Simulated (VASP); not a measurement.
Wanted: the native input for a VASP 6.6.1 run.

| Property | Result |
| --- | --- |
| Task | single point |
| Functional | PBE |
| Potentials or basis | VASP PAW PBE potentials, release 64 (Al, Au) |
| Cutoff | 520 eV |
| k mesh | 12 × 12 × 12 |
| Occupations | gaussian, width 0.1 eV |
| Spin | no spin polarisation |
| Dipole correction | no |
| Further INCAR settings | ALGO = Fast; EDIFF = 1e-06; NBANDS = 16 |

The structure of Al2Au lies in POSCAR:

```
Al2Au
1.0
    0.0000000000      2.9039743353      2.9039743353
    2.9039743353      0.0000000000      2.9039743353
    2.9039743353      2.9039743353      0.0000000000
Al Au
2 1
Direct
    0.2500000000      0.2500000000      0.2500000000
    0.7500000000      0.7500000000      0.7500000000
    0.0000000000      0.0000000000      0.0000000000
```

This cell differs from its parent crystal: volume scaled by 0.88.

One way to write it, as run:

INCAR

```
SYSTEM = Al2Au
PREC     = Accurate       ! precision mode
ENCUT    = 520            ! plane-wave cutoff, eV
EDIFF    = 1E-6           ! SCF threshold, eV
ISMEAR   = 0              ! smearing method
SIGMA    = 0.1            ! smearing width, eV
LREAL    = .False.        ! projectors in reciprocal space
LASPH    = .True.         ! aspherical terms in the spheres
NELM     = 60             ! most SCF steps
ALGO     = Fast           ! electronic algorithm
ISIF     = 2              ! what is computed and relaxed
LWAVE    = .False.        ! write WAVECAR
LCHARG   = .False.        ! write CHGCAR
GGA      = PE             ! functional
NBANDS   = 16             ! bands
```

KPOINTS

```
Automatic mesh
0
Gamma
  12 12 12
  0 0 0
```

Potentials or basis: VASP PAW PBE potentials, release 64 (Al, Au).

Launch:

```console
$ cat potpaw_PBE.64/Al/POTCAR potpaw_PBE.64/Au/POTCAR > POTCAR
$ mpirun -np 1 vasp_std > vasp.out
```

It gave:

The pressure is 17.8 GPa.

Wall time 39 s on 1 thread of Intel(R) Xeon(R) Platinum 8488C (Sapphire Rapids), on a shared host, peak memory 0.21 GiB.
